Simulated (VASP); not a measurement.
Input of a VASP 6.6.1 run:

File POSCAR:

```
GaP
1.0
    0.0000000000      2.7912541575      2.7912541575
    2.7912541575      0.0000000000      2.7912541575
    2.7912541575      2.7912541575      0.0000000000
Ga P
1 1
Direct
    0.0000000000      0.0000000000      0.0000000000
    0.2500000000      0.2500000000      0.2500000000
```

File INCAR.step1:

```
SYSTEM = GaP
ALGO = Normal
EDIFF = 1E-5
ENCUT = 520
GGA = PE
ISIF = 2
ISMEAR = -1
LASPH = .TRUE.
LCHARG = .FALSE.
LREAL = .FALSE.
LWAVE = .TRUE.
NBANDS = 16
NELM = 100
PREC = Accurate
SIGMA = 0.05
```

INCAR.step2

```
SYSTEM = GaP
ALGO = Normal
EDIFF = 1E-6
ENCUT = 520
GGA = PE
HFSCREEN = 0.2079
ISIF = 2
ISMEAR = -1
ISTART = 1
LASPH = .TRUE.
LCHARG = .FALSE.
LHFCALC = .TRUE.
LREAL = .FALSE.
LWAVE = .FALSE.
NBANDS = 16
NELM = 100
PREC = Accurate
PRECFOCK = Normal
SIGMA = 0.05
```

File KPOINTS:

```
k-points
0
G
  4 4 4
  0 0 0
```

Potentials or basis: VASP PAW PBE potentials, release 64 (Ga_d, P).

Command:

```bash
$ cat potpaw_PBE.64/Ga_d/POTCAR potpaw_PBE.64/P/POTCAR > POTCAR
$ cp INCAR.step1 INCAR
$ mpirun -np 1 vasp_std > vasp.out
$ cp INCAR.step2 INCAR
$ mpirun -np 1 vasp_std > vasp.out
```

**Question.** Estimate the band gap on the k mesh.

**Answer.** 2.19 eV, direct.

**Question.** Estimate the pressure.

**Answer.** -4.7 GPa.

Caveat: the k points lie up to 0.49 Å⁻¹ apart; the PAW data sets were made with another functional, which shifts forces and pressure a little. A k mesh can miss the band edges.
